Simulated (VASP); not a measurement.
## InAs: single point with PBE

InAs:

```
In As
1.0
     0.00000    2.79593    2.79593
     2.79593    0.00000    2.79593
     2.79593    2.79593    0.00000
In As
1 1
Cartesian
  0.0000 0.0000 0.0000
  4.1939 4.1939 4.1939
```

| Property | Result |
| --- | --- |
| Program | VASP 6.6.1 |
| Task | single point |
| Functional | PBE |
| Potentials or basis | VASP PAW PBE potentials, release 64 (In_d, As) |
| Cutoff | 520 eV |
| k mesh | 12 × 12 × 12 |
| Occupations | fermi-dirac, width 0.15 eV |
| Spin | no spin polarisation |
| Dipole correction | no |
| Further INCAR settings | ALGO = Normal; EDIFF = 1e-06; NBANDS = 16 |

```yaml
Pressure: 30.2 GPa
Band_gap_on_the_k_mesh: 0.99 eV
```

Levels at points of the mesh, in eV from the valence-band top:
| k point | band 6 | band 7 | band 8 | band 9 | band 10 | band 11 | band 12 | band 13 |
| --- | --- | --- | --- | --- | --- | --- | --- | --- |
| (0.00, 0.00, 0.00) | -13.69 | 0.00 | 0.00 | 0.00 | 0.99 | 3.92 | 3.92 | 3.92 |
| (0.50, 0.00, 0.00) | -11.33 | -7.22 | -1.40 | -1.40 | 1.48 | 4.71 | 4.71 | 6.90 |
| (0.50, 0.50, 0.00) | -10.52 | -7.03 | -3.26 | -3.26 | 1.06 | 1.94 | 10.86 | 10.96 |

Wall time 88 s on 1 thread of Intel Xeon 8259CL, with other jobs on the host, peak memory 0.2 GiB.

Caveat: the cell stands under pressure; spin-orbit coupling is left out, which moves the levels of the heavy elements. A k mesh can miss the band edges.
